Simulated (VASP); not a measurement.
# MgO: G0W0 quasiparticle levels with PBE

Crystal: MgO.

```
Mg O
1.0
     0.00000    2.10550    2.10550
     2.10550    0.00000    2.10550
     2.10550    2.10550    0.00000
Mg O
1 1
Direct
  0.00000 0.00000 0.00000
  0.50000 0.50000 0.50000
```

* Program: VASP 6.6.1
* Task: G0W0 quasiparticle levels
* Functional: PBE
* Potentials or basis: VASP PAW PBE potentials, release 64 (Mg_GW, O_GW)
* Cutoff: 500 eV
* k mesh: 2 × 2 × 2
* Occupations: gaussian, width 0.01 eV
* Spin: no spin polarisation
* Dipole correction: no
* GW scheme: G0W0
* GW iterations: 1
* Cutoff of the response function: 200
* Frequency points: 48
* Empty bands: 722
* Further INCAR settings: ALGO = EVGW0; EDIFF = 1e-08; NBANDS = 726

* Quasiparticle gap: 6.66 eV
* Least direct quasiparticle gap: 6.66 eV
* Band gap of the starting levels on the mesh: 4.48 eV
* Least direct gap of the starting levels on the mesh: 4.48 eV

Wall time 12 s on 1 thread of Intel(R) Xeon(R) Platinum 8488C (Sapphire Rapids) (shared host), peak memory 0.19 GiB.

Caveat: the k points lie up to 1.29 Å⁻¹ apart, too coarse for converged energies, forces and pressures; bands, screening cutoff and mesh are small and nothing is extrapolated, so the quasiparticle values aren't converged.
